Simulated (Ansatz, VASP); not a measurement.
**Si2WC3 in VASP and in Ansatz**

```
Si W C
1.0
     5.27303    0.00000    0.00000
    -2.63652    4.56658    0.00000
     0.00000    0.00000    2.61159
Si W C
2 1 3
Direct
  0.33333 0.66667 0.00000
  0.66667 0.33333 0.00000
  0.00000 0.00000 0.00000
  0.50000 0.00000 0.50000
  0.00000 0.50000 0.50000
  0.50000 0.50000 0.50000
```

Change from the starting cell: species swapped into the LaCu2Ni3 type (P6/mmm, No. 191).

Alike in both runs: functional PBE; k mesh 4 × 4 × 4; occupations gaussian, width 0.2 eV; no spin polarisation.

Ansatz relaxed the structure, and its values are those at the end. VASP's run is a single point on that final structure, the one shown.

|  | VASP | Ansatz |
| --- | --- | --- |
| version | VASP 6.6.1 | Ansatz 0.2.0 |
| potentials or method | VASP PAW PBE potentials, release 64 (Si, W_sv, C), cutoff 600 eV | scalar-relativistic, plane waves, PAW |
| valence electrons in the cell | 34 | 34 |

```tsv
	VASP	Ansatz	Ansatz less VASP
gap on the k mesh at the Fermi level (eV)	none	none	-
pressure (GPa)	0.2	0.2	-0.06
```

A gap of «none» marks a metal or a gap that the smearing closes. The functional is the same, so the differences come from potentials, cutoffs and numerics.

The k mesh is coarse, so the values compare programs but aren't converged. Spin-orbit coupling is off throughout.
